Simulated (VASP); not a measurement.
**Fe: single point with PBE**

Crystal: Fe.

```xyz
1
Lattice="0.0000 1.9417 1.9651 1.4984 0.0000 1.9651 1.4984 1.9417 0.0000" Properties=species:S:1:pos:R:3 pbc="T T T"
Fe    0.0000    0.0000    0.0000
```

```yaml
Program: VASP 6.6.1
Task: single point
Functional: PBE
Potentials_or_basis: VASP PAW PBE potentials, release 64 (Fe)
Cutoff: 520 eV
k_mesh: 11 × 11 × 11
Occupations: fermi-dirac, width 0.05 eV
Spin: collinear spin, ferromagnetic start
Starting_moments: "[1.5] μB"
Fixed_moment: 1.5 μB
```

The pressure is -10.9 GPa. The net moment is 1.50 μB per cell and the site moments are Fe +1.51 μB. The valence electrons inside the program's atomic spheres are Fe 7.25.

Stress tensor (GPa, compression positive):
```
-14.70   0.00   0.00
  0.00  -7.55   0.00
  0.00   0.00 -10.49
```

Wall time 34 s on 1 thread of Intel(R) Xeon(R) Platinum 8559C (Emerald Rapids) (shared host), peak memory 0.17 GiB.

Caveat: the total moment is fixed, so each spin has its own Fermi level.
